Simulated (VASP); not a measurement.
# Mg6F (Pm-3m) in VASP: further runs

Mg6F is run at these levels: PBE; tasks: single point, relaxation of cell and atoms.

Everything below comes from runs of VASP 6.6.1. Logs are shortened: lines on timing, memory, paths and dates and some standing lists are left out, and cuts for length are marked.

**1. The cell of the first run**

The structure is cubic, space group Pm-3m (No. 221). Conventional cell: a = 4.802 Å, b = 4.802 Å, c = 4.802 Å, α = 90.00°, β = 90.00°, γ = 90.00°. Mg (site symmetry 4mm) has 5 Mg at 1.99 Å within 2.6 Å. Within 4.6 Å of F (site symmetry m-3m) lie 24 Mg at 3.54 Å.

**2. Single point, PBE**

Contents of INCAR:

```
SYSTEM = Mg6F
ALGO     = Normal         ! electronic algorithm
EDIFF    = 1E-7           ! SCF threshold, eV
ENCUT    = 520            ! plane-wave cutoff, eV
GGA      = PE             ! functional
ISIF     = 2              ! what is computed and relaxed
ISMEAR   = 0              ! smearing method
LASPH    = .TRUE.         ! aspherical terms in the spheres
LCHARG   = .FALSE.        ! write CHGCAR
LREAL    = .FALSE.        ! projectors in reciprocal space
LWAVE    = .FALSE.        ! write WAVECAR
NBANDS   = 18             ! bands
NELM     = 60             ! most SCF steps
PREC     = Accurate       ! precision mode
SIGMA    = 0.1            ! smearing width, eV
```

Contents of KPOINTS:

```
k-points
0
G
  4 4 4
  0 0 0
```

Contents of POSCAR:

```
Mg6F
1.0
    4.8015071000      0.0000000000      0.0000000000
    0.0000000000      4.8015071000      0.0000000000
    0.0000000000      0.0000000000      4.8015071000
Mg F
6 1
Direct
    0.5000000000      0.5000000000      0.2070000000
    0.5000000000      0.5000000000      0.7930000000
    0.2070000000      0.5000000000      0.5000000000
    0.7930000000      0.5000000000      0.5000000000
    0.5000000000      0.2070000000      0.5000000000
    0.5000000000      0.7930000000      0.5000000000
    0.0000000000      0.0000000000      0.0000000000
```

Potentials or basis: VASP PAW PBE potentials, release 64 (Mg, F).

The run is started by

```sh
$ cat potpaw_PBE.64/Mg/POTCAR potpaw_PBE.64/F/POTCAR > POTCAR
$ mpirun -np 1 vasp_std > vasp.out
```

OUTCAR:

```text
SYSTEM = Mg6F
   EDIFF = 1E-7
   ENCUT = 520
   GGA = PE
   ISIF = 2
   ISMEAR = 0
   LASPH = .TRUE.
   LREAL = .FALSE.
   NELM = 60
   PREC = Accurate

 ion  position               nearest neighbor table
   1  0.500  0.500  0.207-   2 1.99   3 1.99   4 1.99   5 1.99   6 1.99   2 2.81
   2  0.500  0.500  0.793-   1 1.99   3 1.99   4 1.99   5 1.99   6 1.99   1 2.81
   3  0.207  0.500  0.500-   4 1.99   2 1.99   1 1.99   5 1.99   6 1.99   4 2.81
   4  0.793  0.500  0.500-   3 1.99   2 1.99   1 1.99   5 1.99   6 1.99   3 2.81
   5  0.500  0.207  0.500-   6 1.99   2 1.99   3 1.99   4 1.99   1 1.99   6 2.81
   6  0.500  0.793  0.500-   5 1.99   2 1.99   3 1.99   4 1.99   1 1.99   5 2.81
   7  0.000  0.000  0.000-

  LATTYP: Found a simple cubic cell.
 ALAT       =     4.8015071000

  Lattice vectors:

 A1 = (   4.8015071000,   0.0000000000,   0.0000000000)
 A2 = (   0.0000000000,   4.8015071000,   0.0000000000)
 A3 = (   0.0000000000,   0.0000000000,   4.8015071000)

Analysis of symmetry for initial positions (statically):
=====================================================================
 Subroutine PRICEL returns:
 Original cell was already a primitive cell.

 Routine SETGRP: Setting up the symmetry group for a
 simple cubic supercell.

 Subroutine GETGRP returns: Found 48 space group operations
 (whereof 48 operations were pure point group operations)
 out of a pool of 48 trial point group operations.

The static configuration has the point symmetry O_h .

Analysis of symmetry for dynamics (positions and initial velocities):
=====================================================================
 Subroutine PRICEL returns:
 Original cell was already a primitive cell.

 Routine SETGRP: Setting up the symmetry group for a
 simple cubic supercell.

 Subroutine GETGRP returns: Found 48 space group operations
 (whereof 48 operations were pure point group operations)
 out of a pool of 48 trial point group operations.

The dynamic configuration has the point symmetry O_h .

 Subroutine INISYM returns: Found 48 space group operations
 (whereof 48 operations are pure point group operations),
 and found     1 'primitive' translations

----------------------------------------------------------------------------------------

                                     Primitive cell

  volume of cell :     110.6962

  direct lattice vectors                    reciprocal lattice vectors
     4.801507100  0.000000000  0.000000000     0.208267942  0.000000000  0.000000000
     0.000000000  4.801507100  0.000000000     0.000000000  0.208267942  0.000000000
     0.000000000  0.000000000  4.801507100     0.000000000  0.000000000  0.208267942

  length of vectors
     4.801507100  4.801507100  4.801507100     0.208267942  0.208267942  0.208267942

  position of ions in fractional coordinates (direct lattice)
     0.500000000  0.500000000  0.207000000
     0.500000000  0.500000000  0.793000000
     0.207000000  0.500000000  0.500000000
     0.793000000  0.500000000  0.500000000
     0.500000000  0.207000000  0.500000000
     0.500000000  0.793000000  0.500000000
     0.000000000  0.000000000  0.000000000

  ion indices of the primitive-cell ions
   primitive index   ion index
                 1           1
                 2           2
                 3           3
                 4           4
                 5           5
                 6           6
                 7           7

----------------------------------------------------------------------------------------

 KPOINTS: k-points

Automatic generation of k-mesh.
 Grid dimensions read from file:
 generate k-points for:    4    4    4

 Generating k-lattice:

  Cartesian coordinates                     Fractional coordinates (reciprocal lattice)
     0.052066985  0.000000000  0.000000000     0.250000000  0.000000000  0.000000000
     0.000000000  0.052066985  0.000000000     0.000000000  0.250000000  0.000000000
     0.000000000  0.000000000  0.052066985     0.000000000  0.000000000  0.250000000

  Length of vectors
     0.052066985  0.052066985  0.052066985

  Shift w.r.t. Gamma in fractional coordinates (k-lattice)
     0.000000000  0.000000000  0.000000000

 Subroutine IBZKPT returns following result:
 ===========================================

 Found     10 irreducible k-points:

 Following reciprocal coordinates:
            Coordinates               Weight
  0.000000  0.000000  0.000000      1.000000
  0.250000  0.000000  0.000000      6.000000
  0.500000  0.000000  0.000000      3.000000
  0.250000  0.250000  0.000000     12.000000
  0.500000  0.250000  0.000000     12.000000
  0.500000  0.500000  0.000000      3.000000
  0.250000  0.250000  0.250000      8.000000
  0.500000  0.250000  0.250000     12.000000
  0.500000  0.500000  0.250000      6.000000
  0.500000  0.500000  0.500000      1.000000
   k-points           NKPTS =     10   k-points in BZ     NKDIM =     10   number of bands    NBANDS=     18
   number of dos      NEDOS =    301   number of ions     NIONS =      7
   total plane-waves  NPLWV =  46656
   dimension x,y,z NGX =    36 NGY =   36 NGZ =   36
   dimension x,y,z NGXF=    72 NGYF=   72 NGZF=   72
   ions per type =               6   1
   NGX,Y,Z   is equivalent  to a cutoff of  12.46, 12.46, 12.46 a.u.
   NGXF,Y,Z  is equivalent  to a cutoff of  24.93, 24.93, 24.93 a.u.
 SYSTEM =  Mg6F
   PREC   = accura    normal or accurate (medium, high low for compatibility)
   ISTART =      0    job   : 0-new  1-cont  2-samecut
   ICHARG =      2    charge: 1-file 2-atom 10-const
   ISPIN  =      1    spin polarized calculation?
   LNONCOLLINEAR =      F non collinear calculations
   LSORBIT =      F    spin-orbit coupling
   LASPH  =      T    aspherical Exc in radial PAW
   ENCUT  =  520.0 eV  38.22 Ry    6.18 a.u.   8.93  8.93  8.93*2*pi/ulx,y,z
   NELM   =     60;   NELMIN=  2; NELMDL= -5     # of ELM steps
   EDIFF  = 0.1E-06   stopping-criterion for ELM
   LREAL  =      F    real-space projection
   EDIFFG = 0.1E-05   stopping-criterion for IOM
   NSW    =      0    number of steps for IOM
   IBRION =     -1    ionic relax: 0-MD 1-quasi-New 2-CG
   NFREE  =      0    steps in history (QN), initial steepest desc. (CG)
   ISIF   =      2    stress and relaxation
   ISYM   =      2    0-nonsym 1-usesym 2-fastsym
   POTIM  = 0.5000    time-step for ionic-motion
   TEBEG  =    0.0;   TEEND  =   0.0 temperature during run
   PSTRESS=    0.0 pullay stress
   NELECT =      19.0000    total number of electrons
   NUPDOWN=      -1.0000    fix difference up-down
   EMIN   =  10.00;   EMAX   =-10.00  energy-range for DOS
   EFERMI =   0.00;   METHOD = LEGACY
   ISMEAR =     0;   SIGMA  =   0.10  broadening in eV -4-tet -1-fermi 0-gaus
   EFERMI_NEDOS =   21; number of points for ismear=-14 and -15
   IALGO  =     38    algorithm
   IMIX   =      4    mixing-type and parameters
     AMIX     =   0.40;   BMIX     =  1.00
     AMIX_MAG =   1.60;   BMIX_MAG =  1.00
  volume/ion in A,a.u.               =      15.81       106.72
  Fermi-wavevector in a.u.,A,eV,Ry     =   0.909805  1.719283 11.262163  0.827746
  Thomas-Fermi vector in A             =   2.033893
   LORBIT       =      0    0 simple, 1 ext, 2 COOP (PROOUT), +10 PAW based schemes
   GGA     = PE    functional components
   LHFCALC =     F    Hartree Fock is set to
   AEXX    =    0.0000 exact exchange contribution
   IVDW    =     0    specifies the selected vdW correction
   LEPSILON=     F    determine dielectric tensor
   LRPA    =     F    only Hartree local field effects (RPA)
 non-spin polarized calculation
 Gauss-broadening in eV      SIGMA  =   0.10
  energy-cutoff  :      520.00
  volume of cell :      110.70
 maximum number of plane-waves:      3016
 NGX is ok and might be reduce to    36
   NGX = 17   NGY = 17   NGZ = 17

 number of electron      18.9999987 magnetization

 Free energy of the ion-electron system (eV)
  ---------------------------------------------------
  ext. energy  EPLUGINS =         0.00000000
  ---------------------------------------------------
  free energy    TOTEN  =        24.69307967 eV

  energy without entropy =       24.71611580  energy(sigma->0) =       24.70459773

 E-fermi :   3.5548     XC(G=0):  -9.1233

 val. band max:        3.5319429323   @ k =   0.5000   0.2500   0.2500
 cond. band min:       3.5984274081   @ k =   0.5000   0.5000   0.2500
 fundamental gap:      0.0664844758
 Fermi energy:         3.5547865808

 k-point     1 :       0.0000    0.0000    0.0000
  band No.  band energies     occupation
      1     -17.1898      2.00000
      2      -5.1740      2.00000
      3       0.5375      2.00000
      4       0.5375      2.00000
      5       0.5375      2.00000
      6       1.1691      2.00000
[... 10 lines left out ...]
     17       7.6431      0.00000
     18       9.5638      0.00000

 k-point     2 :       0.2500    0.0000    0.0000
  band No.  band energies     occupation
      1     -17.1887      2.00000
      2      -4.9566      2.00000
      3      -0.5823      2.00000
      4       0.7108      2.00000
      5       0.7224      2.00000
      6       0.7224      2.00000
[... 10 lines left out ...]
     17       8.4370      0.00000
     18       8.5223      0.00000

 k-point     3 :       0.5000    0.0000    0.0000
  band No.  band energies     occupation
      1     -17.1871      2.00000
      2      -4.6795      2.00000
      3      -1.4442      2.00000
      4       0.5098      2.00000
      5       0.9740      2.00000
      6       0.9740      2.00000
[... 118 lines left out ...]
 k-point     9 :       0.5000    0.5000    0.2500
  band No.  band energies     occupation
      1     -17.1841      2.00000
      2      -3.8424      2.00000
      3      -1.0045      2.00000
      4      -1.0045      2.00000
      5       0.5145      2.00000
      6       0.6346      2.00000
[... 10 lines left out ...]
     17       8.8394      0.00000
     18       8.8394      0.00000

 k-point    10 :       0.5000    0.5000    0.5000
  band No.  band energies     occupation
      1     -17.1832      2.00000
      2      -3.5330      2.00000
      3      -0.4292      2.00000
      4      -0.4292      2.00000
      5      -0.4292      2.00000
      6       0.3799      2.00000
[... 10 lines left out ...]
     17      11.6140      0.00000
     18      11.6140      0.00000

------------------------ aborting loop because EDIFF is reached ----------------------------------------

  FORCE on cell =-STRESS in cart. coord.  units (eV):
  Direction    XX          YY          ZZ          XY          YZ          ZX
  --------------------------------------------------------------------------------------
  -------------------------------------------------------------------------------------
  Total       66.4990228     66.4990228     66.4990228     -0.0000000      0.0000000      0.0000000
  in kB      962.4831163    962.4831163    962.4831163     -0.0000000      0.0000000      0.0000000
  external PRESSURE =     962.4831163 kB  Pullay stress =       0.0000000 kB

 VOLUME and BASIS-vectors are now :
 -----------------------------------------------------------------------------
  energy-cutoff  :      520.00
  volume of cell :      110.70
      direct lattice vectors                 reciprocal lattice vectors
     4.801507100  0.000000000  0.000000000     0.208267942  0.000000000  0.000000000
     0.000000000  4.801507100  0.000000000     0.000000000  0.208267942  0.000000000
     0.000000000  0.000000000  4.801507100     0.000000000  0.000000000  0.208267942

 POSITION                                       TOTAL-FORCE (eV/Angst)
 -----------------------------------------------------------------------------------
      2.40075      2.40075      0.99391         0.000000      0.000000    -12.832688
      2.40075      2.40075      3.80760         0.000000      0.000000     12.832688
      0.99391      2.40075      2.40075       -12.832688     -0.000000     -0.000000
      3.80760      2.40075      2.40075        12.832688      0.000000     -0.000000
      2.40075      0.99391      2.40075         0.000000    -12.832688     -0.000000
      2.40075      3.80760      2.40075        -0.000000     12.832688     -0.000000
      0.00000      0.00000      0.00000         0.000000      0.000000     -0.000000
 -----------------------------------------------------------------------------------
    total drift:                                0.000000      0.000000      0.000000

  FREE ENERGIE OF THE ION-ELECTRON SYSTEM (eV)
  ---------------------------------------------------
  free  energy   TOTEN  =        24.6930796708 eV

  energy  without entropy=       24.7161157990  energy(sigma->0) =       24.70459773
```

Run time: 20 s. Hardware: 1 thread of Intel Xeon Platinum 8375C at 2.90GHz (Ice Lake), shared host; peak memory 0.2 GiB.

Results:

| Quantity | Value |
| --- | --- |
| Free energy | 24.6931 eV |
| Pressure | 96.2 GPa |
| Largest force | 12.833 eV/Å |

Forces on the atoms (eV/Å):
```
Mg    0.000   0.000 -12.833
Mg    0.000   0.000  12.833
Mg  -12.833   0.000   0.000
Mg   12.833   0.000   0.000
Mg    0.000 -12.833   0.000
Mg    0.000  12.833   0.000
F     0.000   0.000   0.000
```

Caveat: an odd number of electrons without spin polarisation forces a metal; a magnetic or distorted state may lie lower.

(Continued in part 2 of 2.)
